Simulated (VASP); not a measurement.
# Cl (I4_1/amd) in VASP: a series of runs

Cl is run at these levels: PBE; tasks: single point.

All numbers are computed with VASP 6.6.1; they aren't measurements. Logs are shortened: lines on timing, memory, paths and dates and some standing lists are left out, and cuts for length are marked.

### Step 1. The cell of the first run

It takes space group I4_1/amd (No. 141, tetragonal). Conventional cell: a = 4.928 Å, b = 4.928 Å, c = 3.093 Å, α = 90.00°, β = 90.00°, γ = 90.00°. Within 3.4 Å of Cl (site symmetry -4m2) lie 10 Cl at 2.58 to 3.38 Å.

### Step 2. Single point, PBE

INCAR

```
SYSTEM = Cl
  ALGO = Normal
  EDIFF = 1E-6
  ENCUT = 520
  GGA = PE
  ISIF = 2
  ISMEAR = -1
  LASPH = .True.
  LCHARG = .False.
  LREAL = .False.
  LWAVE = .False.
  NBANDS = 14
  NELM = 80
  PREC = Accurate
  SIGMA = 0.08
```

KPOINTS

```
k-points
0
Gamma
  16 16 16
  0 0 0
```

POSCAR

```
Cl
1.0
   -2.4641262945      2.4641262945      1.5466443846
    2.4641262945     -2.4641262945      1.5466443846
    2.4641262945      2.4641262945     -1.5466443846
Cl
2
Direct
   -0.3750000000     -0.1250000000     -0.2500000000
    0.3750000000      0.1250000000      0.2500000000
```

Potentials or basis: VASP PAW PBE potentials, release 64 (Cl).

Command:

```
> cat potpaw_PBE.64/Cl/POTCAR > POTCAR
> mpirun -np 1 vasp_std > vasp.out
```

OUTCAR:

```text
SYSTEM = Cl
   EDIFF = 1E-6
   ENCUT = 520
   GGA = PE
   ISIF = 2
   ISMEAR = -1
   LASPH = .True.
   LREAL = .False.
   NELM = 80
   PREC = Accurate

 ion  position               nearest neighbor table
   1  0.625  0.875  0.750-   2 2.58   2 2.58   2 2.58   2 2.58
   2  0.375  0.125  0.250-   1 2.58   1 2.58   1 2.58   1 2.58

  LATTYP: Found a body centered tetragonal cell.
 ALAT       =     4.9282525890
 C/A-ratio  =     0.6276644132

  Lattice vectors:

 A1 = (  -2.4641262945,   2.4641262945,   1.5466443846)
 A2 = (   2.4641262945,  -2.4641262945,   1.5466443846)
 A3 = (   2.4641262945,   2.4641262945,  -1.5466443846)

Analysis of symmetry for initial positions (statically):
=====================================================================
 Subroutine PRICEL returns:
 Original cell was already a primitive cell.

 Routine SETGRP: Setting up the symmetry group for a
 body centered tetragonal supercell.

 Subroutine GETGRP returns: Found 16 space group operations
 (whereof  4 operations were pure point group operations)
 out of a pool of 16 trial point group operations.

The static configuration has the point symmetry C_2h.
 The point group associated with its full space group is D_4h.

Analysis of symmetry for dynamics (positions and initial velocities):
=====================================================================
 Subroutine PRICEL returns:
 Original cell was already a primitive cell.

 Routine SETGRP: Setting up the symmetry group for a
 body centered tetragonal supercell.

 Subroutine GETGRP returns: Found 16 space group operations
 (whereof  4 operations were pure point group operations)
 out of a pool of 16 trial point group operations.

The dynamic configuration has the point symmetry C_2h.
 The point group associated with its full space group is D_4h.

 Subroutine INISYM returns: Found 16 space group operations
 (whereof  4 operations are pure point group operations),
 and found     1 'primitive' translations

----------------------------------------------------------------------------------------

                                     Primitive cell

  volume of cell :      37.5644

  direct lattice vectors                    reciprocal lattice vectors
    -2.464126295  2.464126295  1.546644385     0.000000000  0.202911678  0.323280519
     2.464126295 -2.464126295  1.546644385     0.202911678  0.000000000  0.323280519
     2.464126295  2.464126295 -1.546644385     0.202911678  0.202911678  0.000000000

  length of vectors
     3.812603526  3.812603526  3.812603526     0.381685005  0.381685005  0.286960446

  position of ions in fractional coordinates (direct lattice)
     0.625000000  0.875000000  0.750000000
     0.375000000  0.125000000  0.250000000

  ion indices of the primitive-cell ions
   primitive index   ion index
                 1           1
                 2           2

----------------------------------------------------------------------------------------

 KPOINTS: k-points

Automatic generation of k-mesh.
 Grid dimensions read from file:
 generate k-points for:   16   16   16

 Generating k-lattice:

  Cartesian coordinates                     Fractional coordinates (reciprocal lattice)
     0.000000000  0.012681980  0.020205032     0.062500000  0.000000000  0.000000000
     0.012681980  0.000000000  0.020205032     0.000000000  0.062500000  0.000000000
     0.012681980  0.012681980  0.000000000     0.000000000  0.000000000  0.062500000

  Length of vectors
     0.023855313  0.023855313  0.017935028

  Shift w.r.t. Gamma in fractional coordinates (k-lattice)
     0.000000000  0.000000000  0.000000000

 Subroutine IBZKPT returns following result:
 ===========================================

 Found    349 irreducible k-points:

 Following reciprocal coordinates:
            Coordinates               Weight
  0.000000  0.000000  0.000000      1.000000
  0.062500  0.000000  0.000000      8.000000
  0.125000  0.000000  0.000000      8.000000
  0.187500  0.000000  0.000000      8.000000
  0.250000  0.000000  0.000000      8.000000
  0.312500 -0.000000  0.000000      8.000000
[... 16 lines left out ...]
 -0.125000  0.062500  0.000000     16.000000
 -0.062500  0.062500  0.000000      4.000000
 [... further k-points ...]
   k-points           NKPTS =    349   k-points in BZ     NKDIM =    349   number of bands    NBANDS=     14
   number of dos      NEDOS =    301   number of ions     NIONS =      2
   total plane-waves  NPLWV =  21952
   dimension x,y,z NGX =    28 NGY =   28 NGZ =   28
   dimension x,y,z NGXF=    56 NGYF=   56 NGZF=   56
   ions per type =               2
   NGX,Y,Z   is equivalent  to a cutoff of  12.21, 12.21, 12.21 a.u.
   NGXF,Y,Z  is equivalent  to a cutoff of  24.42, 24.42, 24.42 a.u.
 SYSTEM =  Cl
   PREC   = accura    normal or accurate (medium, high low for compatibility)
   ISTART =      0    job   : 0-new  1-cont  2-samecut
   ICHARG =      2    charge: 1-file 2-atom 10-const
   ISPIN  =      1    spin polarized calculation?
   LNONCOLLINEAR =      F non collinear calculations
   LSORBIT =      F    spin-orbit coupling
   LASPH  =      T    aspherical Exc in radial PAW
   ENCUT  =  520.0 eV  38.22 Ry    6.18 a.u.   7.09  7.09  7.09*2*pi/ulx,y,z
   NELM   =     80;   NELMIN=  2; NELMDL= -5     # of ELM steps
   EDIFF  = 0.1E-05   stopping-criterion for ELM
   LREAL  =      F    real-space projection
   EDIFFG = 0.1E-04   stopping-criterion for IOM
   NSW    =      0    number of steps for IOM
   IBRION =     -1    ionic relax: 0-MD 1-quasi-New 2-CG
   NFREE  =      0    steps in history (QN), initial steepest desc. (CG)
   ISIF   =      2    stress and relaxation
   ISYM   =      2    0-nonsym 1-usesym 2-fastsym
   POTIM  = 0.5000    time-step for ionic-motion
   TEBEG  =    0.0;   TEEND  =   0.0 temperature during run
   PSTRESS=    0.0 pullay stress
   NELECT =      14.0000    total number of electrons
   NUPDOWN=      -1.0000    fix difference up-down
   EMIN   =  10.00;   EMAX   =-10.00  energy-range for DOS
   EFERMI =   0.00;   METHOD = LEGACY
   ISMEAR =    -1;   SIGMA  =   0.08  broadening in eV -4-tet -1-fermi 0-gaus
   EFERMI_NEDOS =   21; number of points for ismear=-14 and -15
   IALGO  =     38    algorithm
   IMIX   =      4    mixing-type and parameters
     AMIX     =   0.40;   BMIX     =  1.00
     AMIX_MAG =   1.60;   BMIX_MAG =  1.00
  volume/ion in A,a.u.               =      18.78       126.75
  Fermi-wavevector in a.u.,A,eV,Ry     =   1.178127  2.226337 18.884653  1.387983
  Thomas-Fermi vector in A             =   2.314461
   LORBIT       =      0    0 simple, 1 ext, 2 COOP (PROOUT), +10 PAW based schemes
   GGA     = PE    functional components
   LHFCALC =     F    Hartree Fock is set to
   AEXX    =    0.0000 exact exchange contribution
   IVDW    =     0    specifies the selected vdW correction
   LEPSILON=     F    determine dielectric tensor
   LRPA    =     F    only Hartree local field effects (RPA)
 non-spin polarized calculation
  energy-cutoff  :      520.00
  volume of cell :       37.56
 maximum number of plane-waves:      1028
   NGX = 15   NGY = 15   NGZ = 15

 number of electron      13.9999995 magnetization

 Free energy of the ion-electron system (eV)
  ---------------------------------------------------
  ext. energy  EPLUGINS =         0.00000000
  ---------------------------------------------------
  free energy    TOTEN  =        -1.91064574 eV

  energy without entropy =       -1.84953313  energy(sigma->0) =       -1.88008944

 E-fermi :   3.9949     XC(G=0): -10.0157

 val. band max:        3.9939424304   @ k =  -0.1250  -0.2500   0.0625
 cond. band min:       3.9963752905   @ k =   0.1250   0.1250   0.0000
 fundamental gap:      0.0024328601
 Fermi energy:         3.9949305651

 k-point     1 :       0.0000    0.0000    0.0000
  band No.  band energies     occupation
      1     -13.2992      2.00000
      2      -8.8915      2.00000
      3      -0.8822      2.00000
      4      -0.8822      2.00000
      5       3.0701      1.99998
      6       3.1721      1.99993
      7       4.4024      0.01220
      8       4.4024      0.01220
      9       9.8616      0.00000
     10      12.9370      0.00000
     11      14.8490      0.00000
     12      15.3334      0.00000
     13      17.1777      0.00000
     14      17.5635      0.00000

 k-point     2 :       0.0625    0.0000    0.0000
  band No.  band energies     occupation
      1     -13.2522      2.00000
      2      -8.9180      2.00000
      3      -0.8915      2.00000
      4      -0.8102      2.00000
      5       2.9155      2.00000
      6       2.9985      1.99999
      7       4.3322      0.02910
      8       4.3908      0.01409
      9       9.9746      0.00000
     10      13.2051      0.00000
     11      14.9990      0.00000
     12      15.3384      0.00000
     13      16.7379      0.00000
     14      16.7972      0.00000

 k-point     3 :       0.1250    0.0000    0.0000
  band No.  band energies     occupation
      1     -13.1135      2.00000
      2      -8.9941      2.00000
      3      -0.9162      2.00000
      4      -0.6129      2.00000
      5       2.4194      2.00000
      6       2.6095      2.00000
      7       4.1649      0.21341
      8       4.3539      0.02225
      9      10.3023      0.00000
     10      13.8998      0.00000
     11      14.7763      0.00000
     12      15.5674      0.00000
     13      15.8626      0.00000
     14      16.5425      0.00000
[... 324 lines left out ...]
 k-point    23 :      -0.1250    0.0625    0.0000
  band No.  band energies     occupation
      1     -13.1900      2.00000
      2      -9.0374      2.00000
      3      -0.9050      2.00000
      4      -0.6663      2.00000
      5       2.7779      2.00000
      6       3.0034      1.99999
      7       4.1755      0.18946
      8       4.3919      0.01390
      9      10.2023      0.00000
     10      13.3328      0.00000
     11      14.7051      0.00000
     12      15.3180      0.00000
     13      16.3526      0.00000
     14      17.3006      0.00000

 k-point    24 :      -0.0625    0.0625    0.0000
  band No.  band energies     occupation
      1     -13.2679      2.00000
      2      -8.9534      2.00000
      3      -0.8535      2.00000
      4      -0.8441      2.00000
      5       3.0029      1.99999
      6       3.1751      1.99993
      7       4.3150      0.03596
      8       4.3992      0.01269
      9       9.9784      0.00000
     10      13.0130      0.00000
     11      14.7067      0.00000
     12      15.3342      0.00000
     13      16.8972      0.00000
     14      17.6393      0.00000

 [... further k-points ...]

------------------------ aborting loop because EDIFF is reached ----------------------------------------

  FORCE on cell =-STRESS in cart. coord.  units (eV):
  Direction    XX          YY          ZZ          XY          YZ          ZX
  --------------------------------------------------------------------------------------
  -------------------------------------------------------------------------------------
  Total        3.1177353      3.1177353      3.1229941     -0.0000000      0.0000000      0.0000000
  in kB      132.9760527    132.9760527    133.2003468     -0.0000000      0.0000000      0.0000000
  external PRESSURE =     133.0508174 kB  Pullay stress =       0.0000000 kB

 VOLUME and BASIS-vectors are now :
 -----------------------------------------------------------------------------
  energy-cutoff  :      520.00
  volume of cell :       37.56
      direct lattice vectors                 reciprocal lattice vectors
    -2.464126295  2.464126295  1.546644385     0.000000000  0.202911678  0.323280519
     2.464126295 -2.464126295  1.546644385     0.202911678  0.000000000  0.323280519
     2.464126295  2.464126295 -1.546644385     0.202911678  0.202911678  0.000000000

 POSITION                                       TOTAL-FORCE (eV/Angst)
 -----------------------------------------------------------------------------------
      2.46413      1.23206      1.15998        -0.000000      0.000000     -0.000000
     -0.00000      1.23206      0.38666         0.000000     -0.000000      0.000000
 -----------------------------------------------------------------------------------
    total drift:                               -0.000000      0.000000     -0.000000

  FREE ENERGIE OF THE ION-ELECTRON SYSTEM (eV)
  ---------------------------------------------------
  free  energy   TOTEN  =        -1.9106457422 eV

  energy  without entropy=       -1.8495331311  energy(sigma->0) =       -1.88008944
```

Wall time 4.1 min (1 thread of Oxide Virtual Turin-like, shared host); peak memory 0.22 GiB.

Results:

- Free energy: -1.9106 eV
- Pressure: 13.3 GPa
- Band gap on the k mesh: zero (bands 7 and 8 overlap by 2.58 eV)

Caveat: the cell stands under pressure.

### Step 3. Single point, PBE (18.78 Å³/atom)

INCAR

```
PREC     = Accurate       # precision mode
ENCUT    = 520            # plane-wave cutoff, eV
EDIFF    = 1E-7           # SCF threshold, eV
ISMEAR   = -1             # smearing method
SIGMA    = 0.08           # smearing width, eV
LREAL    = False          # projectors in reciprocal space
LASPH    = True           # aspherical terms in the spheres
NELM     = 80             # most SCF steps
ALGO     = Normal         # electronic algorithm
ISIF     = 2              # what is computed and relaxed
LWAVE    = False          # write WAVECAR
LCHARG   = False          # write CHGCAR
GGA      = PE             # functional
NBANDS   = 14             # bands
```

KPOINTS

```
regular mesh
0
Gamma
  16 16 16
```

POSCAR is that of step 2.

Potentials or basis: VASP PAW PBE potentials, release 64 (Cl).

Command:

```
> cat potpaw_PBE.64/Cl/POTCAR > POTCAR
> mpirun -np 1 vasp_std > vasp.out
```

It took 4.6 min on 1 thread of Oxide Virtual Turin-like, shared host; peak memory 0.22 GiB.

The run converged. Its results:

- Free energy: -1.9106 eV
- Pressure: 13.3 GPa
- Band gap on the k mesh: zero (bands 7 and 8 overlap by 2.58 eV)

Levels at points of the mesh, in eV from the Fermi level:
```tsv
k point	band 3	band 4	band 5	band 6	band 7	band 8	band 9	band 10	band 11	band 12
(0.00, 0.00, 0.00)	-4.88	-4.88	-0.92	-0.82	0.41	0.41	5.87	8.94	10.85	11.34
(0.50, 0.00, 0.00)	-5.39	-5.02	-4.02	-1.82	-0.83	-0.13	8.39	8.89	11.00	13.61
(0.50, 0.50, 0.00)	-3.24	-3.24	-2.76	-2.76	-0.40	-0.40	8.93	8.93	11.97	11.97
(0.50, 0.50, 0.50)	-6.77	-6.77	-1.20	-1.20	1.58	1.58	10.11	10.11	14.19	14.19
```

Caveat: the cell stands under pressure.

### Step 4. Single point, PBE

This run uses another cell than the first one, of 21.29 Å³/atom.

INCAR

```
  ALGO = Normal
  EDIFF = 1E-7
  ENCUT = 520
  GGA = PE
  ISIF = 2
  ISMEAR = -1
  LASPH = True
  LCHARG = False
  LREAL = False
  LWAVE = False
  NBANDS = 14
  NELM = 80
  PREC = Accurate
  SIGMA = 0.08
```

KPOINTS

```
k-points
0
Gamma
  16 16 16
```

POSCAR

```
Cl
1.0
   -2.5404915600      2.5404915600      1.6490679255
    2.5404915600     -2.5404915600      1.6490679255
    2.5404915600      2.5404915600     -1.6490679255
Cl
2
Direct
   -0.3750000000     -0.1250000000     -0.2500000000
    0.3750000000      0.1250000000      0.2500000000
```

Command:

```
> cat potpaw_PBE.64/Cl/POTCAR > POTCAR
> mpirun -np 1 vasp_std > vasp.out
```

Run time: 4.9 min. Hardware: 1 thread of Oxide Virtual Turin-like, shared host; peak memory 0.24 GiB.

It converged, with:

| Property | Result |
| --- | --- |
| Free energy | -2.1901 eV |
| Pressure | 5.3 GPa |
| Band gap on the k mesh | zero (bands 7 and 8 overlap by 2.03 eV) |

Levels at points of the mesh, in eV from the Fermi level:
| k point | band 3 | band 4 | band 5 | band 6 | band 7 | band 8 | band 9 | band 10 | band 11 | band 12 |
| --- | --- | --- | --- | --- | --- | --- | --- | --- | --- | --- |
| (0.00, 0.00, 0.00) | -4.20 | -4.20 | -1.03 | -0.93 | 0.28 | 0.28 | 6.66 | 8.31 | 10.95 | 11.73 |
| (0.50, 0.00, 0.00) | -4.56 | -4.42 | -3.37 | -1.54 | -0.73 | -0.04 | 8.64 | 9.18 | 11.08 | 13.77 |
| (0.50, 0.50, 0.00) | -2.87 | -2.87 | -2.46 | -2.46 | -0.43 | -0.43 | 8.97 | 8.97 | 11.96 | 11.96 |
| (0.50, 0.50, 0.50) | -5.80 | -5.80 | -1.24 | -1.24 | 1.26 | 1.26 | 9.85 | 9.85 | 13.71 | 13.71 |

Caveat: the cell stands under pressure.

[end of part 1 of 2]
